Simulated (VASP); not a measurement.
# V2O3 (R-3c) in VASP: further runs

V2O3 is run at these levels: LDA+U; tasks: single point.

Program: VASP 6.6.1. These are calculated values, not measurements. Logs are shortened: lines on timing, memory, paths and dates and some standing lists are left out, and cuts for length are marked.

## (1) The cell of the first run

The structure is trigonal, space group R-3c (No. 167). Conventional cell: a = 4.942 Å, b = 4.942 Å, c = 13.990 Å, α = 90.00°, β = 90.00°, γ = 120.00°. V (site symmetry 3) has 6 O at 1.97 to 2.04 Å within 2.6 Å. O (site symmetry 2) has 4 V at 1.97 to 2.04 Å and 2 O at 2.57 Å within 2.6 Å.

## (2) Single point, LDA+U, collinear spin

Input file INCAR:

```
  ALGO = Normal
  EDIFF = 1E-6
  ENCUT = 600
  GGA = CA
  GGA_COMPAT = False
  ISIF = 2
  ISMEAR = 0
  ISPIN = 2
  KPAR = 4
  LASPH = True
  LCHARG = False
  LDAU = True
  LDAUJ = 0.5 0
  LDAUL = 2 -1
  LDAUPRINT = 1
  LDAUTYPE = 1
  LDAUU = 4 0
  LMAXMIX = 4
  LORBIT = 11
  LREAL = False
  LWAVE = False
  MAGMOM = 0 0 0 0 0 0.01 -0.01 0 -0.01 0.01
  NBANDS = 59
  NELM = 200
  PREC = Accurate
  SIGMA = 0.05
```

Input file KPOINTS:

```
k-points
0
Gamma
  5 5 5
```

Input file POSCAR:

```
V2O3
1.0
    2.4709073100      1.4265790000      4.6634304300
   -2.4709073100      1.4265790000      4.6634304300
    0.0000000000     -2.8531580000      4.6634304300
V O
4 6
Direct
    0.3500000000      0.3500000000      0.3500000000
    0.1500000000      0.1500000000      0.1500000000
    0.6500000000      0.6500000000      0.6500000000
    0.8500000000      0.8500000000      0.8500000000
    0.9500000000      0.2500000000      0.5500000000
    0.5500000000      0.9500000000      0.2500000000
    0.2500000000      0.5500000000      0.9500000000
    0.0500000000      0.7500000000      0.4500000000
    0.4500000000      0.0500000000      0.7500000000
    0.7500000000      0.4500000000      0.0500000000
```

Potentials or basis: VASP PAW LDA potentials, release 64 (V_sv, O).

Run with:

```
$ cat potpaw_LDA.64/V_sv/POTCAR potpaw_LDA.64/O/POTCAR > POTCAR
$ mpirun -np 4 vasp_std > vasp.out
```

OUTCAR:

```text
EDIFF = 1E-6
   ENCUT = 600
   GGA = CA
   ISIF = 2
   ISMEAR = 0
   ISPIN = 2
   LASPH = True
   LORBIT = 11
   LREAL = False
   NELM = 200
   PREC = Accurate

 ion  position               nearest neighbor table
   1  0.350  0.350  0.350-  10 1.97   9 1.97   8 1.97   7 2.04   5 2.04   6 2.04   2 2.80   3 2.89
                             3 2.89   3 2.89
   2  0.150  0.150  0.150-   8 1.97   9 1.97  10 1.97   7 2.04   5 2.04   6 2.04   1 2.80   4 2.89
                             4 2.89   4 2.89
   3  0.650  0.650  0.650-   7 1.97   6 1.97   5 1.97   8 2.04  10 2.04   9 2.04   4 2.80   1 2.89
                             1 2.89   1 2.89
   4  0.850  0.850  0.850-   5 1.97   6 1.97   7 1.97   8 2.04  10 2.04   9 2.04   3 2.80   2 2.89
                             2 2.89   2 2.89
   5  0.950  0.250  0.550-   4 1.97   3 1.97   1 2.04   2 2.04
   6  0.550  0.950  0.250-   3 1.97   4 1.97   1 2.04   2 2.04
   7  0.250  0.550  0.950-   3 1.97   4 1.97   1 2.04   2 2.04
   8  0.050  0.750  0.450-   2 1.97   1 1.97   3 2.04   4 2.04
   9  0.450  0.050  0.750-   1 1.97   2 1.97   3 2.04   4 2.04
  10  0.750  0.450  0.050-   1 1.97   2 1.97   3 2.04   4 2.04

  LATTYP: Found a trigonal (rhomboedric) cell.
 ALAT       =     5.4670004530
 COS(alpha) =     0.5914504993

  Lattice vectors:

 A1 = (   2.4709073100,   1.4265790000,   4.6634304300)
 A2 = (  -2.4709073100,   1.4265790000,   4.6634304300)
 A3 = (   0.0000000000,  -2.8531580000,   4.6634304300)

Analysis of symmetry for initial positions (statically):
=====================================================================
 Subroutine PRICEL returns:
 Original cell was already a primitive cell.

 Routine SETGRP: Setting up the symmetry group for a
 trigonal (rhombohedral) supercell.

 Subroutine GETGRP returns: Found 12 space group operations
 (whereof  6 operations were pure point group operations)
 out of a pool of 12 trial point group operations.

The static configuration has the point symmetry S_6 .
 The point group associated with its full space group is D_3d.

Analysis of symmetry for dynamics (positions and initial velocities):
=====================================================================
 Subroutine PRICEL returns:
 Original cell was already a primitive cell.

 Routine SETGRP: Setting up the symmetry group for a
 trigonal (rhombohedral) supercell.

 Subroutine GETGRP returns: Found 12 space group operations
 (whereof  6 operations were pure point group operations)
 out of a pool of 12 trial point group operations.

The dynamic configuration has the point symmetry S_6 .
 The point group associated with its full space group is D_3d.

Analysis of structural, dynamic, and magnetic symmetry:
=====================================================================
 Subroutine PRICEL returns:
 Original cell was already a primitive cell.

 Routine SETGRP: Setting up the symmetry group for a
 trigonal (rhombohedral) supercell.

 Subroutine GETGRP returns: Found  4 space group operations
 (whereof  2 operations were pure point group operations)
 out of a pool of 12 trial point group operations.

The overall configuration has the point symmetry S_2 .
 The point group associated with its full space group is C_2h.

 Subroutine INISYM returns: Found  4 space group operations
 (whereof  2 operations are pure point group operations),
 and found     1 'primitive' translations

----------------------------------------------------------------------------------------

                                     Primitive cell

  volume of cell :      98.6300

  direct lattice vectors                    reciprocal lattice vectors
     2.470907310  1.426579000  4.663430430     0.202354818  0.116829609  0.071478140
    -2.470907310  1.426579000  4.663430430    -0.202354818  0.116829609  0.071478140
     0.000000000 -2.853158000  4.663430430     0.000000000 -0.233659218  0.071478140

  length of vectors
     5.467000453  5.467000453  5.467000453     0.244347610  0.244347610  0.244347610

  position of ions in fractional coordinates (direct lattice)
     0.350000000  0.350000000  0.350000000
     0.150000000  0.150000000  0.150000000
     0.650000000  0.650000000  0.650000000
     0.850000000  0.850000000  0.850000000
     0.950000000  0.250000000  0.550000000
[... 84 lines left out ...]
   ISPIN  =      2    spin polarized calculation?
   LNONCOLLINEAR =      F non collinear calculations
   LSORBIT =      F    spin-orbit coupling
   LASPH  =      T    aspherical Exc in radial PAW
   ENCUT  =  600.0 eV  44.10 Ry    6.64 a.u.  10.92 10.92 10.92*2*pi/ulx,y,z
   NELM   =    200;   NELMIN=  2; NELMDL= -5     # of ELM steps
   EDIFF  = 0.1E-05   stopping-criterion for ELM
   LREAL  =      F    real-space projection
   EDIFFG = 0.1E-04   stopping-criterion for IOM
   NSW    =      0    number of steps for IOM
   IBRION =     -1    ionic relax: 0-MD 1-quasi-New 2-CG
   NFREE  =      0    steps in history (QN), initial steepest desc. (CG)
   ISIF   =      2    stress and relaxation
   ISYM   =      2    0-nonsym 1-usesym 2-fastsym
   POTIM  = 0.5000    time-step for ionic-motion
   TEBEG  =    0.0;   TEEND  =   0.0 temperature during run
   PSTRESS=    0.0 pullay stress
   NELECT =      88.0000    total number of electrons
   NUPDOWN=      -1.0000    fix difference up-down
   EMIN   =  10.00;   EMAX   =-10.00  energy-range for DOS
   EFERMI =   0.00;   METHOD = LEGACY
   ISMEAR =     0;   SIGMA  =   0.05  broadening in eV -4-tet -1-fermi 0-gaus
   EFERMI_NEDOS =   21; number of points for ismear=-14 and -15
   IALGO  =     38    algorithm
   IMIX   =      4    mixing-type and parameters
     AMIX     =   0.40;   BMIX     =  1.00
     AMIX_MAG =   1.60;   BMIX_MAG =  1.00
  volume/ion in A,a.u.               =       9.86        66.56
  Fermi-wavevector in a.u.,A,eV,Ry     =   1.576036  2.978276 33.795354  2.483888
  Thomas-Fermi vector in A             =   2.676929
   LORBIT       =     11    0 simple, 1 ext, 2 COOP (PROOUT), +10 PAW based schemes
 LDA+U is selected, type is set to LDAUTYPE =  1
   angular momentum for each species LDAUL =     2   -1
   U (eV)           for each species LDAUU =   4.0  0.0
   J (eV)           for each species LDAUJ =   0.5  0.0
   GGA     = CA    functional components
   LHFCALC =     F    Hartree Fock is set to
   AEXX    =    0.0000 exact exchange contribution
   IVDW    =     0    specifies the selected vdW correction
   LEPSILON=     F    determine dielectric tensor
   LRPA    =     F    only Hartree local field effects (RPA)
 spin polarized calculation
 Gauss-broadening in eV      SIGMA  =   0.05
  energy-cutoff  :      600.00
  volume of cell :       98.63
 maximum number of plane-waves:      3306
 NGX is ok and might be reduce to    48
   NGX = 21   NGY = 21   NGZ = 21

 number of electron      87.9999991 magnetization       0.0000000

atom =   1  type =  1  l = 2

 onsite density matrix

spin component  1
[... 116 lines left out ...]
  o =  0.2289  v =  0.0000  0.0000  0.0000  0.0000  0.0000 -0.0085  0.0059  0.9999 -0.0091 -0.0097      0.0000  0.0000  0.0000  0.0000  0.0000  0.0000  0.0000  0.0000  0.0000  0.0000
  o =  0.2304  v =  0.0000  0.0000  0.0000  0.0000  0.0000  0.2121 -0.0860  0.0152  0.6608  0.7146      0.0000  0.0000  0.0000  0.0000  0.0000  0.0000  0.0000  0.0000  0.0000  0.0000
  o =  0.2304  v =  0.0000  0.0000  0.0000  0.0000  0.0000 -0.7141  0.6616 -0.0072  0.0861  0.2121      0.0000  0.0000  0.0000  0.0000  0.0000  0.0000  0.0000  0.0000  0.0000  0.0000
  o =  0.2305  v = -0.1985  0.0721 -0.0008 -0.6631 -0.7182  0.0000  0.0000  0.0000  0.0000  0.0000      0.0000  0.0000  0.0000  0.0000  0.0000  0.0000  0.0000  0.0000  0.0000  0.0000
  o =  0.2305  v = -0.7175  0.6638  0.0002  0.0721  0.1984  0.0000  0.0000  0.0000  0.0000  0.0000      0.0000  0.0000  0.0000  0.0000  0.0000  0.0000  0.0000  0.0000  0.0000  0.0000
  o =  0.2345  v = -0.0000  0.0000 -1.0000  0.0001  0.0010  0.0000  0.0000  0.0000  0.0000  0.0000      0.0000  0.0000  0.0000  0.0000  0.0000  0.0000  0.0000  0.0000  0.0000  0.0000
  o =  0.4016  v =  0.4343  0.3873  0.0004 -0.6363  0.5064  0.0000  0.0000  0.0000  0.0000  0.0000      0.0000  0.0000  0.0000  0.0000  0.0000  0.0000  0.0000  0.0000  0.0000  0.0000
  o =  0.4019  v = -0.5070 -0.6358  0.0004 -0.3876  0.4342  0.0000  0.0000  0.0000  0.0000  0.0000      0.0000  0.0000  0.0000  0.0000  0.0000  0.0000  0.0000  0.0000  0.0000  0.0000
  o =  0.4024  v =  0.0000  0.0000  0.0000  0.0000  0.0000  0.3901  0.3346  0.0005 -0.6661  0.5405      0.0000  0.0000  0.0000  0.0000  0.0000  0.0000  0.0000  0.0000  0.0000  0.0000
  o =  0.4027  v =  0.0000  0.0000  0.0000  0.0000  0.0000 -0.5412 -0.6655  0.0001 -0.3347  0.3901      0.0000  0.0000  0.0000  0.0000  0.0000  0.0000  0.0000  0.0000  0.0000  0.0000

 number of electron      87.9999990 magnetization      -0.0000000

 Free energy of the ion-electron system (eV)
  ---------------------------------------------------
  ext. energy  EPLUGINS =         0.00000000
  ---------------------------------------------------
  free energy    TOTEN  =       -82.28694107 eV

  energy without entropy =      -82.27268700  energy(sigma->0) =      -82.27981404

 E-fermi :   8.4104     XC(G=0): -12.6545

 val. band max:        8.4030641326   @ k =  -0.4000  -0.2000  -0.4000
 cond. band min:       8.4224725842   @ k =   0.4000  -0.2000   0.4000
 fundamental gap:      0.0194084515
 Fermi energy:         8.4103998903

 spin component 1

 k-point     1 :       0.0000    0.0000    0.0000
  band No.  band energies     occupation
      1     -56.8435      1.00000
      2     -56.8127      1.00000
      3     -56.7966      1.00000
      4     -56.7744      1.00000
      5     -31.3514      1.00000
      6     -31.2478      1.00000
[... 2825 lines left out ...]
     55      11.0072      0.00000
     56      11.0694      0.00000

 [... further k-points ...]

 [bands above 56 left out]

------------------------ aborting loop because EDIFF is reached ----------------------------------------

  FORCE on cell =-STRESS in cart. coord.  units (eV):
  Direction    XX          YY          ZZ          XY          YZ          ZX
  --------------------------------------------------------------------------------------
  -------------------------------------------------------------------------------------
  Total       -7.3459518     -7.3466616     -3.9735697     -0.0006147      0.0023517     -0.0040732
  in kB     -119.3299951   -119.3415261    -64.5479398     -0.0099861      0.0382016     -0.0661665
  external PRESSURE =    -101.0731537 kB  Pullay stress =       0.0000000 kB

 VOLUME and BASIS-vectors are now :
 -----------------------------------------------------------------------------
  energy-cutoff  :      600.00
  volume of cell :       98.63
      direct lattice vectors                 reciprocal lattice vectors
     2.470907310  1.426579000  4.663430430     0.202354818  0.116829609  0.071478140
    -2.470907310  1.426579000  4.663430430    -0.202354818  0.116829609  0.071478140
     0.000000000 -2.853158000  4.663430430     0.000000000 -0.233659218  0.071478140

 POSITION                                       TOTAL-FORCE (eV/Angst)
 -----------------------------------------------------------------------------------
      0.00000      0.00000      4.89660        -0.000034     -0.000567     -0.826811
      0.00000      0.00000      2.09854        -0.000474     -0.000313      0.826811
      0.00000      0.00000      9.09369         0.000034      0.000567      0.826811
      0.00000      0.00000     11.89175         0.000474      0.000313     -0.826811
      1.72964      0.14266      8.16100        -0.275423     -0.477047      0.000000
     -0.98836      1.42658      8.16100         0.551348      0.000111     -0.000222
     -0.74127     -1.56924      8.16100        -0.275578      0.477537      0.000222
     -1.72964     -0.14266      5.82929         0.275423      0.477047      0.000000
      0.98836     -1.42658      5.82929        -0.551348     -0.000111      0.000222
      0.74127      1.56924      5.82929         0.275578     -0.477537     -0.000222
 -----------------------------------------------------------------------------------
    total drift:                               -0.000000     -0.000000      0.000000

  FREE ENERGIE OF THE ION-ELECTRON SYSTEM (eV)
  ---------------------------------------------------
  free  energy   TOTEN  =       -82.2869410727 eV

  energy  without entropy=      -82.2726869981  energy(sigma->0) =      -82.27981404

 total charge

# of ion       s       p       d       tot
------------------------------------------
    1        2.243   6.260   2.962  11.465
    2        2.243   6.260   2.962  11.465
    3        2.243   6.260   2.962  11.465
    4        2.243   6.260   2.962  11.465
    5        1.545   3.494   0.000   5.039
    6        1.545   3.494   0.000   5.038
    7        1.545   3.494   0.000   5.038
    8        1.545   3.494   0.000   5.039
    9        1.545   3.494   0.000   5.038
   10        1.545   3.494   0.000   5.038
--------------------------------------------------
tot         18.241  46.002  11.847  76.089

 magnetization (x)

# of ion       s       p       d       tot
------------------------------------------
    1        0.000   0.000   0.004   0.004
    2       -0.000  -0.000  -0.004  -0.004
    3       -0.000  -0.000  -0.004  -0.004
    4        0.000   0.000   0.004   0.004
    5        0.000   0.000   0.000   0.000
    6        0.000  -0.000   0.000  -0.000
    7       -0.000   0.000   0.000   0.000
    8        0.000   0.000   0.000   0.000
    9       -0.000   0.000   0.000   0.000
   10        0.000  -0.000   0.000  -0.000
--------------------------------------------------
tot          0.000   0.000   0.000   0.000
```

It took 5.3 min on 4 MPI ranks of Intel Xeon 6975P-C (Granite Rapids), shared host; peak memory 0.52 GiB.

What came out:

| Quantity | Value |
| --- | --- |
| Free energy | -82.2869 eV |
| Pressure | -10.1 GPa |
| Largest force | 0.827 eV/Å |
| Band gap on the k mesh | zero (filled and empty bands overlap) |
| Net moment | 0.00 μB per cell |
| Valence electrons inside the program's atomic spheres | V 11.46; O 5.04 |

Forces on the atoms (eV/Å):
```
V    0.000 -0.001 -0.827
V    0.000  0.000  0.827
V    0.000  0.001  0.827
V    0.000  0.000 -0.827
O   -0.275 -0.477  0.000
O    0.551  0.000  0.000
O   -0.276  0.478  0.000
O    0.275  0.477  0.000
O   -0.551  0.000  0.000
O    0.276 -0.478  0.000
```

Eigenvalues of the final occupation matrices:
```csv
site,spin,trace,eigenvalues
site 1 d,1,1.50,0.23 0.23 0.23 0.40 0.40
site 1 d,2,1.49,0.23 0.23 0.23 0.40 0.40
site 2 d,1,1.49,0.23 0.23 0.23 0.40 0.40
site 2 d,2,1.50,0.23 0.23 0.23 0.40 0.40
site 3 d,1,1.49,0.23 0.23 0.23 0.40 0.40
site 3 d,2,1.50,0.23 0.23 0.23 0.40 0.40
site 4 d,1,1.50,0.23 0.23 0.23 0.40 0.40
site 4 d,2,1.49,0.23 0.23 0.23 0.40 0.40
```

Caveat: the cell stands under tension.

[end of part 1 of 2]
